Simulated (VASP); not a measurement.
# Si2W (I4/mmm) in VASP: further runs

Runs on Si2W. Level: PBE. Tasks: single point.

All numbers are computed with VASP 6.6.1; they aren't measurements. Logs are shortened: lines on timing, memory, paths and dates and some standing lists are left out, and cuts for length are marked.

## 1. The cell of the first run

It takes space group I4/mmm (No. 139, tetragonal). Conventional cell: a = 3.288 Å, b = 3.288 Å, c = 6.678 Å, α = 90.00°, β = 90.00°, γ = 90.00°. Si (site symmetry 4mm) has 5 Si at 2.21 to 2.58 Å and 5 W at 2.23 to 2.57 Å within 2.9 Å. W (site symmetry 4/mmm) has 10 Si at 2.23 to 2.57 Å within 3.0 Å.

## 2. Single point, PBE (12.03 Å³/atom)

The input, INCAR:

```
ALGO     = Normal         # electronic algorithm
EDIFF    = 1E-7           # SCF threshold, eV
ENCUT    = 520            # plane-wave cutoff, eV
GGA      = PE             # functional
ISIF     = 2              # what is computed and relaxed
ISMEAR   = 0              # smearing method
LASPH    = True           # aspherical terms in the spheres
LCHARG   = False          # write CHGCAR
LREAL    = False          # projectors in reciprocal space
LWAVE    = False          # write WAVECAR
NBANDS   = 18             # bands
NELM     = 80             # most SCF steps
PREC     = Accurate       # precision mode
SIGMA    = 0.15           # smearing width, eV
```

The input, KPOINTS:

```
k-points
0
Gamma
  18 18 18
```

The input, POSCAR:

```
Si2W
1.0
   -1.6440519888      1.6440519888      3.3389051840
    1.6440519888     -1.6440519888      3.3389051840
    1.6440519888      1.6440519888     -3.3389051840
Si W
2 1
Direct
    0.3345726944      0.3345726944      0.0000000000
    0.6654273056      0.6654273056      0.0000000000
    0.0000000000      0.0000000000      0.0000000000
```

Potentials or basis: VASP PAW PBE potentials, release 64 (Si, W_sv).

Launch:

```bash
> cat potpaw_PBE.64/Si/POTCAR potpaw_PBE.64/W_sv/POTCAR > POTCAR
> mpirun -np 1 vasp_std > vasp.out
```

OUTCAR:

```text
EDIFF = 1E-7
   ENCUT = 520
   GGA = PE
   ISIF = 2
   ISMEAR = 0
   LASPH = True
   LREAL = False
   NELM = 80
   PREC = Accurate

 ion  position               nearest neighbor table
   1  0.335  0.335  0.000-   2 2.21   3 2.23   3 2.57   3 2.57   3 2.57   3 2.57   2 2.58   2 2.58
                             2 2.58   2 2.58
   2  0.665  0.665  0.000-   1 2.21   3 2.23   3 2.57   3 2.57   3 2.57   3 2.57   1 2.58   1 2.58
                             1 2.58   1 2.58
   3  0.000  0.000  0.000-   1 2.23   2 2.23   1 2.57   2 2.57   2 2.57   2 2.57   2 2.57   1 2.57
                             1 2.57   1 2.57

  LATTYP: Found a body centered tetragonal cell.
 ALAT       =     3.2881039776
 C/A-ratio  =     2.0309000000

  Lattice vectors:

 A1 = (  -1.6440519888,   1.6440519888,   3.3389051840)
 A2 = (   1.6440519888,  -1.6440519888,   3.3389051840)
 A3 = (   1.6440519888,   1.6440519888,  -3.3389051840)

Analysis of symmetry for initial positions (statically):
=====================================================================
 Subroutine PRICEL returns:
 Original cell was already a primitive cell.

 Routine SETGRP: Setting up the symmetry group for a
 body centered tetragonal supercell.

 Subroutine GETGRP returns: Found 16 space group operations
 (whereof 16 operations were pure point group operations)
 out of a pool of 16 trial point group operations.

The static configuration has the point symmetry D_4h.

Analysis of symmetry for dynamics (positions and initial velocities):
=====================================================================
 Subroutine PRICEL returns:
 Original cell was already a primitive cell.

 Routine SETGRP: Setting up the symmetry group for a
 body centered tetragonal supercell.

 Subroutine GETGRP returns: Found 16 space group operations
 (whereof 16 operations were pure point group operations)
 out of a pool of 16 trial point group operations.

The dynamic configuration has the point symmetry D_4h.

 Subroutine INISYM returns: Found 16 space group operations
 (whereof 16 operations are pure point group operations),
 and found     1 'primitive' translations

----------------------------------------------------------------------------------------

                                     Primitive cell

  volume of cell :      36.0990

  direct lattice vectors                    reciprocal lattice vectors
    -1.644051989  1.644051989  3.338905184     0.000000000  0.304126636  0.149749685
[... 89 lines left out ...]
   LREAL  =      F    real-space projection
   EDIFFG = 0.1E-05   stopping-criterion for IOM
   NSW    =      0    number of steps for IOM
   IBRION =     -1    ionic relax: 0-MD 1-quasi-New 2-CG
   NFREE  =      0    steps in history (QN), initial steepest desc. (CG)
   ISIF   =      2    stress and relaxation
   ISYM   =      2    0-nonsym 1-usesym 2-fastsym
   POTIM  = 0.5000    time-step for ionic-motion
   TEBEG  =    0.0;   TEEND  =   0.0 temperature during run
   PSTRESS=    0.0 pullay stress
   NELECT =      22.0000    total number of electrons
   NUPDOWN=      -1.0000    fix difference up-down
   EMIN   =  10.00;   EMAX   =-10.00  energy-range for DOS
   EFERMI =   0.00;   METHOD = LEGACY
   ISMEAR =     0;   SIGMA  =   0.15  broadening in eV -4-tet -1-fermi 0-gaus
   EFERMI_NEDOS =   21; number of points for ismear=-14 and -15
   IALGO  =     38    algorithm
   IMIX   =      4    mixing-type and parameters
     AMIX     =   0.40;   BMIX     =  1.00
     AMIX_MAG =   1.60;   BMIX_MAG =  1.00
  volume/ion in A,a.u.               =      12.03        81.20
  Fermi-wavevector in a.u.,A,eV,Ry     =   1.387983  2.622907 26.211563  1.926496
  Thomas-Fermi vector in A             =   2.512152
   LORBIT       =      0    0 simple, 1 ext, 2 COOP (PROOUT), +10 PAW based schemes
   GGA     = PE    functional components
   LHFCALC =     F    Hartree Fock is set to
   AEXX    =    0.0000 exact exchange contribution
   IVDW    =     0    specifies the selected vdW correction
   LEPSILON=     F    determine dielectric tensor
   LRPA    =     F    only Hartree local field effects (RPA)
 non-spin polarized calculation
 Gauss-broadening in eV      SIGMA  =   0.15
  energy-cutoff  :      520.00
  volume of cell :       36.10
 maximum number of plane-waves:      1001
   NGX = 15   NGY = 15   NGZ = 15

 number of electron      22.0000002 magnetization

 Free energy of the ion-electron system (eV)
  ---------------------------------------------------
  ext. energy  EPLUGINS =         0.00000000
  ---------------------------------------------------
  free energy    TOTEN  =       -22.46875242 eV

  energy without entropy =      -22.46384194  energy(sigma->0) =      -22.46629718

 E-fermi :  13.5256     XC(G=0): -13.0324

 val. band max:       13.5228578081   @ k =  -0.3889  -0.4444   0.3333
 cond. band min:      13.5345839917   @ k =  -0.1667   0.1667   0.1667
 fundamental gap:      0.0117261837
 Fermi energy:        13.5256404886

 k-point     1 :       0.0000    0.0000    0.0000
  band No.  band energies     occupation
      1     -59.9645      2.00000
      2     -24.3919      2.00000
      3     -24.3919      2.00000
      4     -24.3877      2.00000
      5      -1.4140      2.00000
      6       6.5055      2.00000
[... 481 lines left out ...]
      5      -0.4873      2.00000
      6       6.4593      2.00000
[... 10 lines left out ...]
     17      20.4354      0.00000
     18      22.3159      0.00000

 [... further k-points ...]

------------------------ aborting loop because EDIFF is reached ----------------------------------------

  FORCE on cell =-STRESS in cart. coord.  units (eV):
  Direction    XX          YY          ZZ          XY          YZ          ZX
  --------------------------------------------------------------------------------------
  -------------------------------------------------------------------------------------
  Total        2.3781954      2.3781954     32.3451966      0.0000000     -0.0000000      0.0000000
  in kB      105.5511451    105.5511451   1435.5727505      0.0000000     -0.0000000      0.0000000
  external PRESSURE =     548.8916802 kB  Pullay stress =       0.0000000 kB

 VOLUME and BASIS-vectors are now :
 -----------------------------------------------------------------------------
  energy-cutoff  :      520.00
  volume of cell :       36.10
      direct lattice vectors                 reciprocal lattice vectors
    -1.644051989  1.644051989  3.338905184     0.000000000  0.304126636  0.149749685
     1.644051989 -1.644051989  3.338905184     0.304126636  0.000000000  0.149749685
     1.644051989  1.644051989 -3.338905184     0.304126636  0.304126636  0.000000000

 POSITION                                       TOTAL-FORCE (eV/Angst)
 -----------------------------------------------------------------------------------
      0.00000      0.00000      2.23421         0.000000      0.000000      0.703062
      0.00000      0.00000      4.44360         0.000000      0.000000     -0.703062
      0.00000      0.00000      0.00000        -0.000000     -0.000000      0.000000
 -----------------------------------------------------------------------------------
    total drift:                               -0.000000     -0.000000      0.000000

  FREE ENERGIE OF THE ION-ELECTRON SYSTEM (eV)
  ---------------------------------------------------
  free  energy   TOTEN  =       -22.4687524193 eV

  energy  without entropy=      -22.4638419384  energy(sigma->0) =      -22.46629718
```

OSZICAR:

```text
N       E                     dE             d eps       ncg     rms          rms(c)
DAV:   1     0.137071971973E+03    0.13707E+03   -0.10960E+04 17280   0.126E+03
DAV:   2    -0.187578786388E+02   -0.15583E+03   -0.15194E+03 19760   0.330E+02
DAV:   3    -0.233176774417E+02   -0.45598E+01   -0.45180E+01 21332   0.513E+01
DAV:   4    -0.233543423824E+02   -0.36665E-01   -0.36616E-01 20764   0.483E+00
DAV:   5    -0.233546978284E+02   -0.35545E-03   -0.35543E-03 20642   0.501E-01    0.326E+01
DAV:   6    -0.225879413139E+02    0.76676E+00   -0.23365E+00 19226   0.119E+01    0.132E+01
DAV:   7    -0.224850889542E+02    0.10285E+00   -0.12698E-01 19410   0.262E+00    0.519E+00
DAV:   8    -0.224692419806E+02    0.15847E-01   -0.20905E-02 21046   0.113E+00    0.282E-01
DAV:   9    -0.224687844011E+02    0.45758E-03   -0.13058E-03 20178   0.276E-01    0.133E-01
DAV:  10    -0.224687529897E+02    0.31411E-04   -0.16957E-04 21028   0.972E-02    0.478E-02
DAV:  11    -0.224687521483E+02    0.84141E-06   -0.15795E-05 19844   0.275E-02    0.147E-02
DAV:  12    -0.224687526912E+02   -0.54296E-06   -0.80245E-07 20746   0.662E-03    0.556E-03
DAV:  13    -0.224687524506E+02    0.24067E-06   -0.70631E-08 10496   0.212E-03    0.739E-04
DAV:  14    -0.224687524193E+02    0.31263E-07   -0.74942E-09  9926   0.724E-04
   1 F= -.22468752E+02 E0= -.22466297E+02  d E =-.491048E-02
```

stdout:

```text
POSCAR found type information on POSCAR SiW
 POSCAR found :  2 types and       3 ions
 scaLAPACK will be used
 LDA part: xc-table for (Slater+PW92), standard interpolation
 POSCAR, INCAR and KPOINTS ok, starting setup
 FFT: planning ... GRIDC
 FFT: planning ... GRID_SOFT
 FFT: planning ... GRID
 WAVECAR not read
 entering main loop
```

It took 2.7 min on 1 thread of Intel Xeon 6975P-C (Granite Rapids), shared host; peak memory 0.41 GiB.

What came out:

* Free energy: -22.4688 eV
* Pressure: 54.9 GPa
* Largest force: 0.703 eV/Å
* Band gap on the k mesh: zero (bands 11 and 12 overlap by 0.96 eV)

Forces in eV/Å, atoms in the order of the input:
```
Si   0.000  0.000  0.703
Si   0.000  0.000 -0.703
W    0.000  0.000  0.000
```

Caveat: the stress differs along the axes, from 11 to 144 GPa; spin-orbit coupling is left out, which moves the levels of the heavy elements.

## 3. Single point, PBE (12.03 Å³/atom)

The input, INCAR:

```
SYSTEM = Si2W
PREC = Accurate ; ENCUT = 520
EDIFF = 1E-7 ; ISMEAR = 0
SIGMA = 0.15 ; LREAL = .False.
LASPH = .True. ; NELM = 100
ALGO = Normal ; ISIF = 2
LWAVE = .False. ; LCHARG = .False.
GGA = PE ; NBANDS = 18
```

The input, KPOINTS:

```
Automatic mesh
0
Gamma
  18 18 18
  0 0 0
```

The input, POSCAR:

```
Si2W
1.0
   -1.5789062202      1.5789062202      3.6201161818
    1.5789062202     -1.5789062202      3.6201161818
    1.5789062202      1.5789062202     -3.6201161818
Si W
2 1
Direct
    0.3345726944      0.3345726944      0.0000000000
    0.6654273056      0.6654273056      0.0000000000
    0.0000000000      0.0000000000      0.0000000000
```

Potentials or basis: VASP PAW PBE potentials, release 64 (Si, W_sv).

Launch:

```bash
> cat potpaw_PBE.64/Si/POTCAR potpaw_PBE.64/W_sv/POTCAR > POTCAR
> mpirun -np 1 vasp_std > vasp.out
```

It took 2.2 min on 1 thread of Intel Xeon 6975P-C (Granite Rapids), shared host; peak memory 0.4 GiB.

Results (log left out):

```yaml
Free_energy: -24.0822 eV
Pressure: 40.7 GPa
Largest_force: 0.212 eV/Å
Band_gap_on_the_k_mesh: zero (bands 11 and 12 overlap by 1.04 eV)
```

Forces in eV/Å, atoms in the order of the input:
```
Si   0.000  0.000 -0.212
Si   0.000  0.000  0.212
W    0.000  0.000  0.000
```

Stress tensor (GPa, compression positive):
```
26.10  0.00  0.00
 0.00 26.10  0.00
 0.00  0.00 69.77
```

Levels at points of the mesh, in eV from the Fermi level:
| k point | band 7 | band 8 | band 9 | band 10 | band 11 | band 12 | band 13 | band 14 | band 15 | band 16 |
| --- | --- | --- | --- | --- | --- | --- | --- | --- | --- | --- |
| (0.00, 0.00, 0.00) | -3.63 | -3.34 | -3.34 | -2.52 | 0.46 | 2.64 | 3.08 | 3.08 | 3.42 | 5.47 |
| (0.50, 0.00, 0.00) | -5.89 | -4.88 | -3.34 | -2.86 | -0.63 | 2.79 | 2.97 | 5.02 | 5.14 | 6.10 |
| (0.50, 0.50, 0.00) | -6.43 | -5.40 | -5.25 | -3.11 | -1.71 | 3.32 | 3.48 | 4.20 | 4.74 | 5.35 |
| (0.50, 0.50, 0.50) | -4.40 | -2.89 | -1.10 | -1.10 | -0.34 | -0.34 | 0.77 | 6.35 | 6.80 | 6.85 |

Caveat: the stress differs along the axes, from 26 to 70 GPa; spin-orbit coupling is left out, which moves the levels of the heavy elements.

## 4. Single point, PBE (12.03 Å³/atom)

The input, INCAR:

```
SYSTEM = Si2W
  PREC = Accurate
  ENCUT = 520
  EDIFF = 1E-7
  ISMEAR = 0
  SIGMA = 0.15
  LREAL = .FALSE.
  LASPH = .TRUE.
  NELM = 60
  ALGO = Normal
  ISIF = 2
  LWAVE = .FALSE.
  LCHARG = .FALSE.
  GGA = PE
  NBANDS = 18
```

The input, KPOINTS:

```
Automatic mesh
0
G
  18 18 18
  0 0 0
```

The input, POSCAR:

```
Si2W
1.0
   -1.6111449771      1.6111449771      3.4766897461
    1.6111449771     -1.6111449771      3.4766897461
    1.6111449771      1.6111449771     -3.4766897461
Si W
2 1
Direct
    0.3345726944      0.3345726944      0.0000000000
    0.6654273056      0.6654273056      0.0000000000
    0.0000000000      0.0000000000      0.0000000000
```

Launch:

```bash
> cat potpaw_PBE.64/Si/POTCAR potpaw_PBE.64/W_sv/POTCAR > POTCAR
> mpirun -np 1 vasp_std > vasp.out
```

Wall time 2.2 min (1 thread of Intel Xeon 6975P-C (Granite Rapids), shared host); peak memory 0.4 GiB.

The run converged. Its results:

```yaml
Free_energy: -23.4831 eV
Pressure: 46.6 GPa
Largest_force: 0.107 eV/Å
Band_gap_on_the_k_mesh: zero (bands 11 and 12 overlap by 0.66 eV)
```

Forces on the atoms (eV/Å):
```
Si   0.000  0.000  0.107
Si   0.000  0.000 -0.107
W    0.000  0.000  0.000
```

Stress tensor (GPa, compression positive):
```
 16.91   0.00   0.00
  0.00  16.91   0.00
  0.00   0.00 105.83
```

Levels at points of the mesh, in eV from the Fermi level:
```
           k point  band 7  band 8  band 9  band 10  band 11  band 12  band 13  band 14  band 15  band 16
(0.00, 0.00, 0.00)   -3.52   -3.52   -3.36    -1.49     0.20     2.71     2.71     2.78     3.43     5.16
(0.50, 0.00, 0.00)   -5.58   -4.54   -3.54    -2.60    -0.70     2.59     2.70     4.89     5.80     6.46
(0.50, 0.50, 0.00)   -6.39   -5.34   -5.04    -2.50    -1.70     3.05     3.09     5.08     5.16     6.25
(0.50, 0.50, 0.50)   -4.31   -3.00   -1.39    -1.39    -0.13    -0.13     0.62     6.61     7.33     7.65
```

Caveat: the stress differs along the axes, from 17 to 106 GPa; spin-orbit coupling is left out, which moves the levels of the heavy elements.

## 5. Single point, PBE (14.77 Å³/atom)

This run uses another cell than the first one, of 14.77 Å³/atom.

The input, INCAR:

```
SYSTEM = Si2W
PREC = Accurate
ENCUT = 520
EDIFF = 1E-6
ISMEAR = 0
SIGMA = 0.15
LREAL = .FALSE.
LASPH = .TRUE.
NELM = 100
ALGO = Normal
ISIF = 2
LWAVE = .FALSE.
LCHARG = .FALSE.
GGA = PE
NBANDS = 18
```

The input, KPOINTS:

```
regular mesh
0
G
  18 18 18
  0 0 0
```

The input, POSCAR:

```
Si2W
1.0
   -1.6566196968      1.6566196968      4.0358712732
    1.6566196968     -1.6566196968      4.0358712732
    1.6566196968      1.6566196968     -4.0358712732
Si W
2 1
Direct
    0.3345726944      0.3345726944      0.0000000000
    0.6654273056      0.6654273056      0.0000000000
    0.0000000000      0.0000000000      0.0000000000
```

Launch:

```bash
> cat potpaw_PBE.64/Si/POTCAR potpaw_PBE.64/W_sv/POTCAR > POTCAR
> mpirun -np 1 vasp_std > vasp.out
```

Run time: 4.1 min. Hardware: 1 thread of Intel Xeon Platinum 8488C (Sapphire Rapids), shared host; peak memory 0.48 GiB.

The run converged. Its results:

| Item | Value |
| --- | --- |
| Free energy | -24.6607 eV |
| Pressure | -14.3 GPa |
| Largest force | 0.179 eV/Å |
| Band gap on the k mesh | zero (bands 11 and 12 overlap by 1.13 eV) |

Forces in eV/Å, atoms in the order of the input:
```
Si   0.000  0.000  0.179
Si   0.000  0.000 -0.179
W    0.000  0.000  0.000
```

Stress tensor (GPa, compression positive):
```
-13.74   0.00   0.00
  0.00 -13.74   0.00
  0.00   0.00 -15.51
```

Levels at points of the mesh, in eV from the Fermi level:
```csv
k point,band 7,band 8,band 9,band 10,band 11,band 12,band 13,band 14,band 15,band 16
"(0.00, 0.00, 0.00)",-3.83,-2.87,-2.57,-2.57,0.56,2.23,2.86,2.86,3.27,4.14
"(0.50, 0.00, 0.00)",-5.33,-4.54,-2.51,-2.44,-0.32,2.36,2.64,3.69,3.71,4.99
"(0.50, 0.50, 0.00)",-5.57,-5.50,-4.64,-2.88,-1.68,2.47,2.59,2.72,3.59,4.29
"(0.50, 0.50, 0.50)",-3.32,-2.33,-0.81,-0.81,-0.43,-0.43,0.71,3.89,4.14,6.09
```

Caveat: the cell stands under tension; spin-orbit coupling is left out, which moves the levels of the heavy elements.

## 6. Overview

```tsv
cell	gap on the mesh (eV)	pressure (GPa)	largest force (eV/Å)
a = 4.069 Å, angles 132.3, 132.3, 69.7°, 3 atoms	none	54.9	0.70
a = 4.253 Å, angles 136.4, 136.4, 63.3°, 3 atoms	none	40.7	0.21
a = 4.157 Å, angles 134.4, 134.4, 66.5°, 3 atoms	none	46.6	0.11
a = 4.667 Å, angles 138.4, 138.4, 60.3°, 3 atoms	none	-14.3	0.18
```

Alike in all rows: task single point; level PBE; potentials or basis VASP PAW PBE potentials, release 64 (Si, W_sv); no spin polarisation; k mesh 18 × 18 × 18; cutoff (eV) 520; smearing gaussian 0.15 eV.

Caveats: spin-orbit coupling is left out, which moves the levels of the heavy elements; the stress differs along the axes, from 11 to 144 GPa (at least some runs); the stress differs along the axes, from 26 to 70 GPa (at least some runs); the stress differs along the axes, from 17 to 106 GPa (at least some runs); the cell stands under tension (at least some runs).

Absolute energies hang on the potentials; compare differences alone.

The gap in the log of VASP goes by the Fermi energy; the results here count the filled bands.